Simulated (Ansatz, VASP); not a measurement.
## One calculation of MoH4, two programs

```
H Mo
1.0
     2.79322    0.00000    0.00000
     0.00000    2.79322    0.00000
     0.00000    0.00000    5.86389
H Mo
4 1
Direct
  0.50000 0.00000 0.21378
  0.00000 0.50000 0.78622
  0.50000 0.00000 0.78622
  0.00000 0.50000 0.21378
  0.00000 0.00000 0.00000
```

Change from the starting cell: ordered vacancies on the cation sites of fluorite (P4/mmm, No. 123).

Alike in both runs: functional PBE; k mesh 4 × 4 × 4; occupations gaussian, width 0.1 eV; no spin polarisation.

Ansatz relaxed the structure, and its values are those at the end. VASP's run is a single point on that final structure, the one shown.

```csv
,VASP,Ansatz
version,VASP 6.6.1,Ansatz 0.2.0
potentials or method,"VASP PAW PBE potentials, release 64 (H, Mo_sv), cutoff 520 eV","scalar-relativistic, plane waves, PAW"
valence electrons in the cell,18,18
```

|  | VASP | Ansatz | Ansatz less VASP |
| --- | --- | --- | --- |
| gap on the k mesh at the Fermi level (eV) | none | none | - |
| pressure (GPa) | -0.2 | -0.1 | +0.03 |

A gap of «none» marks a metal or a gap that the smearing closes. With one functional, cell and mesh, what is left measures potentials, basis and numerics.

The k mesh is coarse, so the values compare programs but aren't converged.
